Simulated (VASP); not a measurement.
Here is a VASP 6.6.1 calculation.

File INCAR:

```
  PREC = Accurate
  ENCUT = 600
  EDIFF = 1E-7
  ISMEAR = -1
  SIGMA = 0.05
  LREAL = False
  LASPH = True
  NELM = 100
  ALGO = Normal
  ISIF = 4
  LWAVE = False
  LCHARG = False
  GGA = PE
  IBRION = 2
  NSW = 50
  EDIFFG = -0.005
```

KPOINTS

```
Automatic mesh
0
Gamma
  17 17 10
```

POSCAR

```
Co
1.0
    2.1586261232      0.0000000000      0.0000000000
   -1.0793130616      1.8694250600      0.0000000000
    0.0000000000      0.0000000000      3.4822699679
Co
2
Direct
    0.3333333333      0.6666666667      0.2500000000
    0.6666666667      0.3333333333      0.7500000000
```

Potentials or basis: VASP PAW PBE potentials, release 64 (Co).

Run with:

```sh
$ cat potpaw_PBE.64/Co/POTCAR > POTCAR
$ mpirun -np 1 vasp_std > vasp.out
```

(1) Estimate the band gap on the k mesh.

Results:

(1) zero (band 9 reaches 19.08 eV, above the bottom of band 10 at 16.42 eV).

Caveat: the run has no spin polarisation, though such a crystal can be magnetic.
